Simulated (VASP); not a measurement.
NiO, 2 atoms in the cell. The structure is cubic, space group Fm-3m (No. 225). The conventional cell has a = 4.199 Å, b = 4.199 Å, c = 4.199 Å, α = 90.00°, β = 90.00°, γ = 90.00°. Within 2.8 Å of Ni (site symmetry m-3m) lie 6 O at 2.10 Å. Within 2.8 Å of O (site symmetry m-3m) lie 6 Ni at 2.10 Å. 

| Property | Result |
| --- | --- |
| Program | VASP 6.6.1 |
| Task | single point |
| Functional | revPBE |
| Dispersion | D4 |
| Potentials or basis | VASP PAW PBE potentials, release 64 (Ni, O) |
| Cutoff | 520 eV |
| k mesh | 11 × 11 × 11 |
| Occupations | fermi-dirac, width 0.05 eV |
| Spin | collinear spin, ferromagnetic start |
| Starting moments | [1.0, 0.0] μB |
| Dipole correction | no |
| Further INCAR settings | ALGO = Normal; EDIFF = 1e-07; NBANDS = 19 |

Potentials or basis: VASP PAW PBE potentials, release 64 (Ni, O).

The run is started by

```sh
$ cat potpaw_PBE.64/Ni/POTCAR potpaw_PBE.64/O/POTCAR > POTCAR
$ mpirun -np 1 vasp_std > vasp.out
```

Hardware: 1 thread of Intel(R) Xeon(R) 6975P-C (Granite Rapids), on a shared host.

Task: How long does it take, and how much memory?

Result: Run time: 21 s on 1 thread of Intel(R) Xeon(R) 6975P-C (Granite Rapids), on a shared host, peak memory 0.17 GiB. Counts: scf iterations 20, k points 56.
